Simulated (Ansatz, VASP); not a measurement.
**One calculation of Nb, two programs**

```xyz
1
Lattice="0.0000 1.5861 1.5861 1.5861 0.0000 1.5861 1.5861 1.5861 0.0000" Properties=species:S:1:pos:R:3 pbc="T T T"
Nb    0.0000    0.0000    0.0000
```

Change from the starting cell: volume scaled by 0.45, PAW files.

Alike in both runs: task single point; functional LDA; k mesh 18 × 18 × 18; occupations fermi-dirac, width 0.05 eV; no spin polarisation.

```csv
,VASP,Ansatz
version,VASP 6.6.1,Ansatz 0.2.0
potentials or method,"VASP PAW LDA potentials, release 64 (Nb_sv)","PAW with Ansatz's default frozen-core files, scalar-relativistic"
plane-wave cutoff (eV),520,420
valence electrons in the cell,13,13
```

```tsv
	VASP	Ansatz	Ansatz less VASP
pressure (GPa)	599.5	592.6	-6.90
```

LDA's correlation is that of Perdew and Zunger in VASP and of Perdew and Wang (1992) in Ansatz. Both programs put the cell under a high pressure, so it lies far from rest at this level.

Noted on VASP's run: the cell as given lies far from equilibrium.
